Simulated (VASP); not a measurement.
# Se (P3_221) in VASP: single point with r2SCAN

Aim: the single point of Se with r2SCAN.

Program: VASP 6.6.1. These are calculated values, not measurements. Logs are shortened: lines on timing, memory, paths and dates and some standing lists are left out, and cuts for length are marked.

## Step 1: The cell of the first run

Symmetry: P3_221, No. 154, trigonal system. Conventional cell: a = 4.497 Å, b = 4.497 Å, c = 4.996 Å, α = 90.00°, β = 90.00°, γ = 120.00°. Within 3.1 Å of Se (site symmetry 2) lie 2 Se at 2.38 Å.

## Step 2: Single point, r2SCAN

Input file POSCAR:

```
Se
1.0
    4.4968862917      0.0000000000      0.0000000000
   -2.2484431459      3.8944177665      0.0000000000
    0.0000000000      0.0000000000      4.9961923570
Se
3
Direct
    0.2174132783      0.0000000000      0.1666666667
    0.0000000000      0.2174132783      0.8333333333
    0.7825867217      0.7825867217      0.5000000000
```

Input file INCAR.step1:

```
PREC     = Accurate       # precision mode
ENCUT    = 520            # plane-wave cutoff, eV
ISMEAR   = 0              # smearing method
SIGMA    = 0.02           # smearing width, eV
LREAL    = False          # projectors in reciprocal space
LASPH    = True           # aspherical terms in the spheres
NELM     = 100            # most SCF steps
NBANDS   = 16             # bands
GGA      = PE             # functional
ALGO     = Normal         # electronic algorithm
EDIFF    = 1E-4           # SCF threshold, eV
LWAVE    = True           # write WAVECAR
LCHARG   = False          # write CHGCAR
```

Input file INCAR.step2:

```
PREC     = Accurate       # precision mode
ENCUT    = 520            # plane-wave cutoff, eV
EDIFF    = 1E-7           # SCF threshold, eV
ISMEAR   = 0              # smearing method
SIGMA    = 0.02           # smearing width, eV
LREAL    = False          # projectors in reciprocal space
LASPH    = True           # aspherical terms in the spheres
NELM     = 100            # most SCF steps
ALGO     = Normal         # electronic algorithm
ISIF     = 2              # what is computed and relaxed
LWAVE    = False          # write WAVECAR
LCHARG   = False          # write CHGCAR
METAGGA  = R2SCAN         # meta-GGA
LMIXTAU  = True         
NBANDS   = 16             # bands
ISTART   = 1
```

Input file KPOINTS:

```
Automatic mesh
0
Gamma
  9 9 6
```

Potentials or basis: VASP PAW PBE potentials, release 64 (Se).

Command:

```console
$ cat potpaw_PBE.64/Se/POTCAR > POTCAR
$ cp INCAR.step1 INCAR
$ mpirun -np 1 vasp_std > vasp.out
$ cp INCAR.step2 INCAR
$ mpirun -np 1 vasp_std > vasp.out
```

OUTCAR:

```text
PREC = Accurate
   ENCUT = 520
   EDIFF = 1E-7
   ISMEAR = 0
   LREAL = False
   LASPH = True
   NELM = 100
   ISIF = 2
   METAGGA = R2SCAN
   ISTART = 1

 ion  position               nearest neighbor table
   1  0.217  0.000  0.167-   3 2.38   2 2.38
   2  0.000  0.217  0.833-   3 2.38   1 2.38
   3  0.783  0.783  0.500-   2 2.38   1 2.38

  LATTYP: Found a hexagonal cell.
 ALAT       =     4.4968862917
 C/A-ratio  =     1.1110337315

  Lattice vectors:

 A1 = (   4.4968862917,   0.0000000000,   0.0000000000)
 A2 = (  -2.2484431459,   3.8944177665,   0.0000000000)
 A3 = (   0.0000000000,   0.0000000000,   4.9961923570)

Analysis of symmetry for initial positions (statically):
=====================================================================
 Subroutine PRICEL returns:
 Original cell was already a primitive cell.

 Routine SETGRP: Setting up the symmetry group for a
 hexagonal supercell.

 Subroutine GETGRP returns: Found  6 space group operations
 (whereof  2 operations were pure point group operations)
 out of a pool of 24 trial point group operations.

The static configuration has the point symmetry C_2 .
 The point group associated with its full space group is D_3 .

Analysis of symmetry for dynamics (positions and initial velocities):
=====================================================================
 Subroutine PRICEL returns:
 Original cell was already a primitive cell.

 Routine SETGRP: Setting up the symmetry group for a
 hexagonal supercell.

 Subroutine GETGRP returns: Found  6 space group operations
 (whereof  2 operations were pure point group operations)
 out of a pool of 24 trial point group operations.

The dynamic configuration has the point symmetry C_2 .
 The point group associated with its full space group is D_3 .

 Subroutine INISYM returns: Found  6 space group operations
 (whereof  2 operations are pure point group operations),
 and found     1 'primitive' translations

----------------------------------------------------------------------------------------

                                     Primitive cell

  volume of cell :      87.4971

  direct lattice vectors                    reciprocal lattice vectors
     4.496886292  0.000000000  0.000000000     0.222376092  0.128388897  0.000000000
    -2.248443146  3.894417767  0.000000000     0.000000000  0.256777793  0.000000000
     0.000000000  0.000000000  4.996192357     0.000000000  0.000000000  0.200152422

  length of vectors
     4.496886292  4.496886292  4.996192357     0.256777793  0.256777793  0.200152422

  position of ions in fractional coordinates (direct lattice)
     0.217413278  0.000000000  0.166666667
     0.000000000  0.217413278  0.833333333
     0.782586722  0.782586722  0.500000000

  ion indices of the primitive-cell ions
   primitive index   ion index
                 1           1
                 2           2
                 3           3

----------------------------------------------------------------------------------------

 KPOINTS: Automatic mesh

Automatic generation of k-mesh.
 Grid dimensions read from file:
 generate k-points for:    9    9    6

 Generating k-lattice:

  Cartesian coordinates                     Fractional coordinates (reciprocal lattice)
     0.024708455  0.014265433  0.000000000     0.111111111  0.000000000  0.000000000
     0.000000000  0.028530866  0.000000000     0.000000000  0.111111111  0.000000000
     0.000000000  0.000000000  0.033358737     0.000000000  0.000000000  0.166666667

  Length of vectors
     0.028530866  0.028530866  0.033358737

  Shift w.r.t. Gamma in fractional coordinates (k-lattice)
     0.000000000  0.000000000  0.000000000

 Subroutine IBZKPT returns following result:
 ===========================================

 Found     62 irreducible k-points:

 Following reciprocal coordinates:
            Coordinates               Weight
  0.000000  0.000000  0.000000      1.000000
  0.111111 -0.000000  0.000000      6.000000
  0.222222  0.000000  0.000000      6.000000
  0.333333 -0.000000  0.000000      6.000000
  0.444444  0.000000  0.000000      6.000000
  0.111111  0.111111  0.000000      6.000000
[... 16 lines left out ...]
  0.222222  0.111111  0.166667     12.000000
 -0.111111  0.333333  0.166667     12.000000
 [... further k-points ...]
   k-points           NKPTS =     62   k-points in BZ     NKDIM =     62   number of bands    NBANDS=     16
   number of dos      NEDOS =    301   number of ions     NIONS =      3
   total plane-waves  NPLWV =  51840
   dimension x,y,z NGX =    36 NGY =   36 NGZ =   40
   dimension x,y,z NGXF=    72 NGYF=   72 NGZF=   80
   ions per type =               3
   NGX,Y,Z   is equivalent  to a cutoff of  13.31, 13.31, 13.31 a.u.
   NGXF,Y,Z  is equivalent  to a cutoff of  26.62, 26.62, 26.62 a.u.
 SYSTEM =  unknown system
   PREC   = accura    normal or accurate (medium, high low for compatibility)
   ISTART =      1    job   : 0-new  1-cont  2-samecut
   ICHARG =      0    charge: 1-file 2-atom 10-const
   ISPIN  =      1    spin polarized calculation?
   LNONCOLLINEAR =      F non collinear calculations
   LSORBIT =      F    spin-orbit coupling
   LASPH  =      T    aspherical Exc in radial PAW
   ENCUT  =  520.0 eV  38.22 Ry    6.18 a.u.   8.36  8.36  9.29*2*pi/ulx,y,z
   NELM   =    100;   NELMIN=  2; NELMDL=  0     # of ELM steps
   EDIFF  = 0.1E-06   stopping-criterion for ELM
   LREAL  =      F    real-space projection
   EDIFFG = 0.1E-05   stopping-criterion for IOM
   NSW    =      0    number of steps for IOM
   IBRION =     -1    ionic relax: 0-MD 1-quasi-New 2-CG
   NFREE  =      0    steps in history (QN), initial steepest desc. (CG)
   ISIF   =      2    stress and relaxation
   ISYM   =      2    0-nonsym 1-usesym 2-fastsym
   POTIM  = 0.5000    time-step for ionic-motion
   TEBEG  =    0.0;   TEEND  =   0.0 temperature during run
   PSTRESS=    0.0 pullay stress
   NELECT =      18.0000    total number of electrons
   NUPDOWN=      -1.0000    fix difference up-down
   EMIN   =  10.00;   EMAX   =-10.00  energy-range for DOS
   EFERMI =   0.00;   METHOD = LEGACY
   ISMEAR =     0;   SIGMA  =   0.02  broadening in eV -4-tet -1-fermi 0-gaus
   EFERMI_NEDOS =   21; number of points for ismear=-14 and -15
   IALGO  =     38    algorithm
   IMIX   =      4    mixing-type and parameters
     AMIX     =   0.40;   BMIX     =  1.00
     AMIX_MAG =   1.60;   BMIX_MAG =  1.00
  volume/ion in A,a.u.               =      29.17       196.82
  Fermi-wavevector in a.u.,A,eV,Ry     =   0.966424  1.826277 12.707512  0.933976
  Thomas-Fermi vector in A             =   2.096225
   LORBIT       =      0    0 simple, 1 ext, 2 COOP (PROOUT), +10 PAW based schemes
   METAGGA = R2SCAN    functional components
   LHFCALC =     F    Hartree Fock is set to
   AEXX    =    0.0000 exact exchange contribution
   IVDW    =     0    specifies the selected vdW correction
   LEPSILON=     F    determine dielectric tensor
   LRPA    =     F    only Hartree local field effects (RPA)
 non-spin polarized calculation
 Gauss-broadening in eV      SIGMA  =   0.02
  energy-cutoff  :      520.00
  volume of cell :       87.50
 maximum number of plane-waves:      2388
 NGX is ok and might be reduce to    36
   NGX = 17   NGY = 17   NGZ = 19

 number of electron      18.0000000 magnetization

 Free energy of the ion-electron system (eV)
  ---------------------------------------------------
  ext. energy  EPLUGINS =         0.00000000
  ---------------------------------------------------
  free energy    TOTEN  =       -42.92818888 eV

  energy without entropy =      -42.92818888  energy(sigma->0) =      -42.92818888

 E-fermi :   1.8385     XC(G=0):  -8.9334

 val. band max:        1.7534983980   @ k =   0.4444   0.1111   0.5000
 cond. band min:       3.0675818667   @ k =   0.3333   0.3333   0.5000
 fundamental gap:      1.3140834687
 Fermi energy:         1.8385011827

 k-point     1 :       0.0000    0.0000    0.0000
  band No.  band energies     occupation
      1     -14.4715      2.00000
      2     -10.2708      2.00000
      3     -10.2708      2.00000
      4      -2.2117      2.00000
      5      -2.2117      2.00000
      6      -1.8900      2.00000
[... 8 lines left out ...]
     15       8.7896      0.00000
     16      10.7107      0.00000

 k-point     2 :       0.1111   -0.0000    0.0000
  band No.  band energies     occupation
      1     -14.4327      2.00000
      2     -10.3094      2.00000
      3     -10.2681      2.00000
      4      -2.5091      2.00000
      5      -2.3379      2.00000
      6      -1.7822      2.00000
[... 8 lines left out ...]
     15       9.1463      0.00000
     16      10.6858      0.00000

 k-point     3 :       0.2222    0.0000    0.0000
  band No.  band energies     occupation
      1     -14.3293      2.00000
      2     -10.4169      2.00000
      3     -10.2611      2.00000
      4      -2.9243      2.00000
      5      -2.5746      2.00000
      6      -1.7272      2.00000
[... 8 lines left out ...]
     15       9.9563      0.00000
     16      10.9441      0.00000

 k-point     4 :       0.3333   -0.0000    0.0000
  band No.  band energies     occupation
      1     -14.2014      2.00000
      2     -10.5577      2.00000
      3     -10.2528      2.00000
      4      -3.1974      2.00000
      5      -2.7822      2.00000
      6      -1.6854      2.00000
[... 8 lines left out ...]
     15      10.7915      0.00000
     16      11.6917      0.00000

 k-point     5 :       0.4444    0.0000    0.0000
  band No.  band energies     occupation
      1     -14.1107      2.00000
      2     -10.6614      2.00000
      3     -10.2473      2.00000
      4      -3.3088      2.00000
      5      -2.9031      2.00000
      6      -1.5668      2.00000
[... 8 lines left out ...]
     15      11.5742      0.00000
     16      12.0668      0.00000

 k-point     6 :       0.1111    0.1111    0.0000
  band No.  band energies     occupation
      1     -14.3614      2.00000
      2     -10.3766      2.00000
      3     -10.2697      2.00000
      4      -2.7940      2.00000
      5      -2.5635      2.00000
      6      -1.6947      2.00000
[... 8 lines left out ...]
     15       9.6518      0.00000
     16      10.6900      0.00000
[... 267 lines left out ...]
 k-point    21 :       0.0000    0.4444    0.1667
  band No.  band energies     occupation
      1     -13.9845      2.00000
      2     -11.3648      2.00000
      3      -9.6476      2.00000
      4      -3.2789      2.00000
      5      -3.1535      2.00000
      6      -1.6076      2.00000
[... 8 lines left out ...]
     15      11.2323      0.00000
     16      11.7398      0.00000

 k-point    22 :       0.1111    0.1111    0.1667
  band No.  band energies     occupation
      1     -14.2287      2.00000
      2     -11.3739      2.00000
      3      -9.3355      2.00000
      4      -2.9100      2.00000
      5      -2.6103      2.00000
      6      -1.6126      2.00000
[... 8 lines left out ...]
     15       9.5907      0.00000
     16      10.5747      0.00000

 k-point    23 :       0.2222    0.1111    0.1667
  band No.  band energies     occupation
      1     -14.1143      2.00000
      2     -11.3705      2.00000
      3      -9.4728      2.00000
      4      -3.1581      2.00000
      5      -2.9539      2.00000
      6      -1.6143      2.00000
[... 8 lines left out ...]
     15      10.2600      0.00000
     16      11.4038      0.00000

 k-point    24 :      -0.1111    0.3333    0.1667
  band No.  band energies     occupation
      1     -14.1151      2.00000
      2     -11.3605      2.00000
      3      -9.4927      2.00000
      4      -3.1523      2.00000
      5      -2.8469      2.00000
      6      -1.5343      2.00000
[... 8 lines left out ...]
     15      10.0742      0.00000
     16      11.1039      0.00000

 [... further k-points ...]

------------------------ aborting loop because EDIFF is reached ----------------------------------------

  FORCE on cell =-STRESS in cart. coord.  units (eV):
  Direction    XX          YY          ZZ          XY          YZ          ZX
  --------------------------------------------------------------------------------------
  -------------------------------------------------------------------------------------
  Total        0.0056890      0.0056890     -0.0356277     -0.0000000      0.0000000     -0.0000000
  in kB        0.1041716      0.1041716     -0.6523862     -0.0000000      0.0000000     -0.0000000
  external PRESSURE =      -0.1480143 kB  Pullay stress =       0.0000000 kB

 VOLUME and BASIS-vectors are now :
 -----------------------------------------------------------------------------
  energy-cutoff  :      520.00
  volume of cell :       87.50
      direct lattice vectors                 reciprocal lattice vectors
     4.496886292  0.000000000  0.000000000     0.222376092  0.128388897  0.000000000
    -2.248443146  3.894417767  0.000000000     0.000000000  0.256777793  0.000000000
     0.000000000  0.000000000  4.996192357     0.000000000  0.000000000  0.200152422

 POSITION                                       TOTAL-FORCE (eV/Angst)
 -----------------------------------------------------------------------------------
      0.97768      0.00000      0.83270         0.002499     -0.000000      0.000000
     -0.48884      0.84670      4.16349        -0.001250      0.002165     -0.000000
      1.75960      3.04772      2.49810        -0.001250     -0.002165     -0.000000
 -----------------------------------------------------------------------------------
    total drift:                                0.000000      0.000001     -0.000000

  FREE ENERGIE OF THE ION-ELECTRON SYSTEM (eV)
  ---------------------------------------------------
  free  energy   TOTEN  =       -42.9281888821 eV

  energy  without entropy=      -42.9281888821  energy(sigma->0) =      -42.92818888
```

Wall time 4.9 min (1 thread of AMD EPYC 7R13 (Zen 3), shared host); peak memory 0.23 GiB.

What came out:

* Free energy: -42.9282 eV
* Pressure: 0.0 GPa
* Band gap on the k mesh: 1.31 eV (least direct gap 1.56 eV)

Forces on the atoms (eV/Å):
```
Se   0.002  0.000  0.000
Se  -0.001  0.002  0.000
Se  -0.001 -0.002  0.000
```

Stress tensor (GPa, compression positive):
```
 0.01  0.00  0.00
 0.00  0.01  0.00
 0.00  0.00 -0.07
```

Caveat: the PAW data sets were made with another functional, which shifts forces and pressure a little; an odd mesh through Γ misses points on the zone boundary, where band edges can lie.
